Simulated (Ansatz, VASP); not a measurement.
## One calculation of HfC, two programs

INCAR

```
SYSTEM = HfC
ALGO = Normal
EDIFF = 1E-7
ENCUT = 520
GGA = PE
ISIF = 2
ISMEAR = 0
LASPH = .True.
LCHARG = .True.
LELF = .True.
LREAL = .False.
LVHAR = .True.
LWAVE = .False.
NBANDS = 14
NELM = 60
PREC = Accurate
SIGMA = 0.15
```

File KPOINTS:

```
k-points
0
Gamma
  18 18 18
  0 0 0
```

POSCAR

```
HfC
1.0
    0.0000000000      2.3598750000      2.2552500000
    2.3598750000      0.0000000000      2.2552500000
    2.3598750000      2.3598750000      0.0000000000
Hf C
1 1
Direct
    0.5000000000      0.5000000000      0.5000000000
    0.0000000000      0.0000000000      0.0000000000
```

Input for Ansatz:

```yaml
crystal:
  lattice:
    - [0.0, 2.359875, 2.25525]
    - [2.359875, 0.0, 2.25525]
    - [2.359875, 2.359875, 0.0]
  atoms:
    - { symbol: Hf, position: [0.5, 0.5, 0.5] }
    - { symbol: C, position: [0.0, 0.0, 0.0] }
basis:
  ecutwfc: 420
kpoints:
  mp_grid: { grid: [18, 18, 18] }
hamiltonian:
  xc: pbe
scf:
  occupations: { method: gaussian, width: 0.15 }
output:
  forces: true
  stress: true
  eigenvalues: true
  write_density: true
  write_potential: true
  elf: true
  volumetric_format: npy
```

Change from the starting cell: strain +0.015 along x and y, -0.030 along z, atoms carried along.

Alike in both runs: task single point; functional PBE; k mesh 18 × 18 × 18; occupations gaussian, width 0.15 eV; no spin polarisation.

```csv
,VASP,Ansatz
version,VASP 6.6.1,Ansatz 0.2.0
potentials or method,"VASP PAW PBE potentials, release 64 (Hf_pv, C), cutoff 520 eV","scalar-relativistic, plane waves, PAW"
valence electrons in the cell,14,30
```

Ansatz gave:

```
gap on the k mesh at the Fermi level (eV)                     : none
pressure (GPa)                                                : 1.3
traceless stress, the component that is largest in VASP (GPa) : 12.94
```

Question: Which values does VASP return?

Answer: gap on the k mesh at the Fermi level (eV): none; pressure (GPa): 0.7; traceless stress, the component that is largest in VASP (GPa): 13.09.

A gap of «none» marks a metal or a gap that the smearing closes. The functional is the same, so the differences come from potentials, cutoffs and numerics. VASP's potentials hold 14 valence electrons a cell and Ansatz's 30, so a difference there can come from the potentials and not from the codes.

Neither program's run includes spin-orbit coupling.
